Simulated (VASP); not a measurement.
Input of a VASP 6.6.1 run:

File INCAR:

```
PREC = Accurate
ENCUT = 520
EDIFF = 1E-6
ISMEAR = -1
SIGMA = 0.02
LREAL = F
LASPH = T
NELM = 80
ALGO = Normal
ISIF = 2
LWAVE = F
LCHARG = T
GGA = PE
LELF = T
LVHAR = T
NBANDS = 11
```

KPOINTS

```
regular mesh
0
Gamma
  12 12 12
```

File POSCAR:

```
BN
1.0
    0.0000000000      1.8048254650      1.8409219743
    1.8048254650      0.0000000000      1.8409219743
    1.8048254650      1.8048254650      0.0000000000
B N
1 1
Direct
    0.0000000000      0.0000000000      0.0000000000
    0.2500000000      0.2500000000      0.2500000000
```

Potentials or basis: VASP PAW PBE potentials, release 64 (B, N).

Run with:

```console
$ cat potpaw_PBE.64/B/POTCAR potpaw_PBE.64/N/POTCAR > POTCAR
$ mpirun -np 1 vasp_std > vasp.out
```

(1) What does it give for the band gap on the k mesh?

(2) Estimate the pressure.

Results:

(1) 4.27 eV (least direct gap 8.64 eV).

(2) -2.5 GPa.

Caveat: the cell differs from its parent crystal (uniaxial z strain +2.0%).
